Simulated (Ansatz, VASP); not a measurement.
Two plane-wave programs on Mg

POSCAR

```
Mg
1.0
   -0.0026370000      2.2594200000      2.2198390000
    2.2589740000     -0.0468200000      2.2640220000
    2.1946270000      2.2392550000      0.0175270000
Mg
1
Direct
    0.0084570000      0.0403450000     -0.0193870000
```

INCAR.step1

```
SYSTEM = Mg
ALGO = Normal ; EDIFF = 1E-4
ENCUT = 520 ; GGA = PE
ISMEAR = -1 ; ISPIN = 2
LASPH = .TRUE. ; LCHARG = .FALSE.
LREAL = .FALSE. ; LWAVE = .TRUE.
MAGMOM = 0 ; NBANDS = 11
NELM = 150 ; PREC = Accurate
SIGMA = 0.1
```

The input INCAR.step2:

```
SYSTEM = Mg
ALGO = Normal ; EDIFF = 1E-7
ENCUT = 520 ; ISIF = 2
ISMEAR = -1 ; ISPIN = 2
ISTART = 1 ; LASPH = .TRUE.
LCHARG = .FALSE. ; LMIXTAU = .TRUE.
LORBIT = 11 ; LREAL = .FALSE.
LWAVE = .FALSE. ; MAGMOM = 0
METAGGA = R2SCAN ; NBANDS = 11
NELM = 150 ; PREC = Accurate
SIGMA = 0.1
```

Contents of KPOINTS:

```
k-points
0
G
  8 8 8
  0 0 0
```

The input input.yaml:

```yaml
crystal:
  lattice:
    - [-0.002637, 2.25942, 2.219839]
    - [2.258974, -0.04682, 2.264022]
    - [2.194627, 2.239255, 0.017527]
  atoms:
    - { symbol: Mg, position: [0.008457, 0.040345, -0.019387] }
hamiltonian:
  xc: r2scan
  pseudopotentials: { kind: paw }
magnetization:
  spin_polarized: true
kpoints:
  mp_grid: { grid: [8, 8, 8] }
scf:
  occupations: { method: fermi_dirac, width: 0.1 }
  convergence: { dr2_threshold: 1.0e-06 }
output:
  forces: true
  stress: true
  eigenvalues: true
  bader: true
  populations: intrinsic
```

Alike in both runs: functional r2SCAN; k mesh 8 × 8 × 8; occupations fermi-dirac, width 0.1 eV; collinear spin.

|  | VASP | Ansatz |
| --- | --- | --- |
| version | VASP 6.6.1 | Ansatz 0.2.0 |
| potentials or method | VASP PAW PBE potentials, release 64 (Mg) | Ansatz PAW |
| plane-wave cutoff (eV) | 520 | 500 |
| valence electrons in the cell | 2 | 10 |
| task | single point | atomic charges |

VASP gave:

* gap on the k mesh at the Fermi level (eV): none
* pressure (GPa): 0.1
* traceless stress, the component that is largest in VASP (GPa): 0.75

Estimate Ansatz's values.

gap on the k mesh at the Fermi level (eV): none; pressure (GPa): 0.3; traceless stress, the component that is largest in VASP (GPa): 0.75.

VASP's potentials were made for PBE, not for r2SCAN. A gap of «none» marks a metal or a gap that the smearing closes. With one functional, cell and mesh, what is left measures potentials, basis and numerics. VASP's potentials hold 2 valence electrons a cell and Ansatz's 10, so a difference there can come from the potentials and not from the codes.
